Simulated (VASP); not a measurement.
A run of VASP 6.6.1 is set up as follows.

INCAR

```
SYSTEM = ZnS
ALGO     = Normal         ! electronic algorithm
EDIFF    = 1E-6           ! SCF threshold, eV
ENCUT    = 520            ! plane-wave cutoff, eV
GGA      = PS             ! functional
ISIF     = 2              ! what is computed and relaxed
ISMEAR   = 0              ! smearing method
LASPH    = .TRUE.         ! aspherical terms in the spheres
LCHARG   = .FALSE.        ! write CHGCAR
LREAL    = .FALSE.        ! projectors in reciprocal space
LWAVE    = .FALSE.        ! write WAVECAR
NBANDS   = 26             ! bands
NELM     = 80             ! most SCF steps
PREC     = Accurate       ! precision mode
SIGMA    = 0.01           ! smearing width, eV
```

File KPOINTS:

```
k-points
0
G
  6 6 2
  0 0 0
```

File POSCAR:

```
ZnS
1.0
    3.8173411099      0.0000000000      0.0000000000
   -1.9086705549      3.3059115575      0.0000000000
    0.0000000000      0.0000000000      6.2443727313
Zn S
2 2
Direct
    0.3284000000      0.6450400000      0.9941700000
    0.6863200000      0.3269600000      0.5040000000
    0.3363300000      0.7101100000      0.3884900000
    0.6780800000      0.3268100000      0.8820700000
```

Potentials or basis: VASP PAW PBE potentials, release 64 (Zn, S).

Run with:

```sh
$ cat potpaw_PBE.64/Zn/POTCAR potpaw_PBE.64/S/POTCAR > POTCAR
$ mpirun -np 1 vasp_std > vasp.out
```

(1) What does it give for the largest force?

(2) Predict the band gap on the k mesh.

(3) What does it give for the pressure?

## Answers

(1) 1.657 eV/Å.

(2) 2.02 eV.

(3) -0.4 GPa.

Caveat: the k points lie up to 0.50 Å⁻¹ apart; the PAW data sets were made with another functional, which shifts forces and pressure a little.
